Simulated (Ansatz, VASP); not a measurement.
## AgCl in VASP and in Ansatz

INCAR

```
ALGO     = Normal         # electronic algorithm
EDIFF    = 1E-7           # SCF threshold, eV
ENCUT    = 520            # plane-wave cutoff, eV
GGA_COMPAT= False        
ISIF     = 2              # what is computed and relaxed
ISMEAR   = 0              # smearing method
LASPH    = True           # aspherical terms in the spheres
LCHARG   = True           # write CHGCAR
LMAXMIX  = 4              # l up to which the mixer works
LORBIT   = 11             # projections on sites
LORBMOM  = True         
LREAL    = False          # projectors in reciprocal space
LSORBIT  = True           # spin-orbit coupling
LVHAR    = True         
LWAVE    = False          # write WAVECAR
MAGMOM   = 0 0 0 0 0 0    # initial moments
NBANDS   = 30             # bands
NELM     = 150            # most SCF steps
PREC     = Accurate       # precision mode
SIGMA    = 0.01           # smearing width, eV
```

Contents of KPOINTS:

```
k-points
0
Gamma
  8 8 8
```

File POSCAR:

```
AgCl
1.0
    0.0000000000      2.6770631764      2.6770631764
    2.6770631764      0.0000000000      2.6770631764
    2.6770631764      2.6770631764      0.0000000000
Ag Cl
1 1
Direct
    0.0000000000      0.0000000000      0.0000000000
    0.5000000000      0.5000000000      0.5000000000
```

Input for Ansatz:

```yaml
crystal:
  lattice:
    - [0.0, 2.67706317636, 2.67706317636]
    - [2.67706317636, 0.0, 2.67706317636]
    - [2.67706317636, 2.67706317636, 0.0]
  atoms:
    - { symbol: Ag, position: [0.0, 0.0, 0.0] }
    - { symbol: Cl, position: [0.5, 0.5, 0.5] }
kpoints:
  mp_grid: { grid: [8, 8, 8] }
scf:
  occupations: { method: fixed }
  convergence: { dr2_threshold: 1.0e-10 }
hamiltonian:
  xc: lda
  pseudopotentials: { kind: all_electron, lapw: { basis_error: 0.0005 } }
magnetization:
  noncollinear: true
  spin_orbit: true
output:
  forces: true
  stress: true
  eigenstates:
    kpoints:
      - [0.0, 0.0, 0.0]
      - [0.0, -0.5, 0.0]
      - [-0.5, 0.0, 0.0]
      - [0.0, 0.0, -0.5]
      - [-0.5, -0.5, -0.5]
      - [-0.5, 0.0, -0.5]
      - [0.0, -0.5, -0.5]
      - [-0.5, -0.5, 0.0]
  eigenvalues: true
```

Change from the starting cell: unstrained.

Alike in both runs: task single point; functional LDA; k mesh 8 × 8 × 8; non-collinear spin, spin-orbit coupling.

|  | VASP | Ansatz |
| --- | --- | --- |
| version | VASP 6.6.1 | Ansatz 0.2.0 |
| potentials or method | VASP PAW LDA potentials, release 64 (Ag, Cl), cutoff 520 eV | all-electron LAPW |
| occupations | gaussian, width 0.01 eV | fixed |

```csv
,VASP,Ansatz,Ansatz less VASP
pressure (GPa),0.0,0.0,-0.01
```

LDA's correlation is that of Perdew and Zunger in VASP and of Perdew and Wang (1992) in Ansatz. Ansatz ran all-electron here, and VASP with PAW potentials.
